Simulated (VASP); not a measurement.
Input of a VASP 6.6.1 run:

The input INCAR:

```
ALGO = Normal
DIPOL = 0.5 0.5 0.356
EDIFF = 1E-6
EDIFFG = -0.003
ENCUT = 520
GGA = PE
IBRION = 2
IDIPOL = 3
ISIF = 2
ISMEAR = 0
IVDW = 12
LASPH = T
LCHARG = F
LDIPOL = T
LREAL = F
LWAVE = F
NELM = 60
NSW = 40
PREC = Accurate
SIGMA = 0.1
```

Contents of KPOINTS:

```
k-points
0
Gamma
  15 15 1
```

POSCAR

```
C
1.0
    2.4657189577      0.0000000000      0.0000000000
   -1.2328594788      2.1353752560      0.0000000000
    0.0000000000      0.0000000000     17.5000000000
C
4
Selective dynamics
Direct
    0.3333333333      0.6666666667      0.2571383688  F F F
    0.6666666667      0.3333333333      0.2571428571  F F T
    0.5000000000      1.3333333333      0.4546010820  F F T
    0.1666666667      1.6666666667      0.4546008436  F F T
```

Potentials or basis: VASP PAW PBE potentials, release 64 (C).

Command:

```console
$ cat potpaw_PBE.64/C/POTCAR > POTCAR
$ mpirun -np 1 vasp_std > vasp.out
```

Q: Estimate the energy gained by relaxing.

A: 0.3 meV/atom.

Q: What does it give for the dispersion energy per atom?

A: -0.116 eV.

Final structure:
```
C
1.0
     2.46572    0.00000    0.00000
    -1.23286    2.13538    0.00000
     0.00000    0.00000   17.50000
C
4
Direct
  0.33333 0.66667 0.25714
  0.66667 0.33333 0.25714
  0.50000 0.33333 0.45949
  0.16667 0.66667 0.45949
```

Caveat: the cell differs from its parent crystal (layers slid over each other).
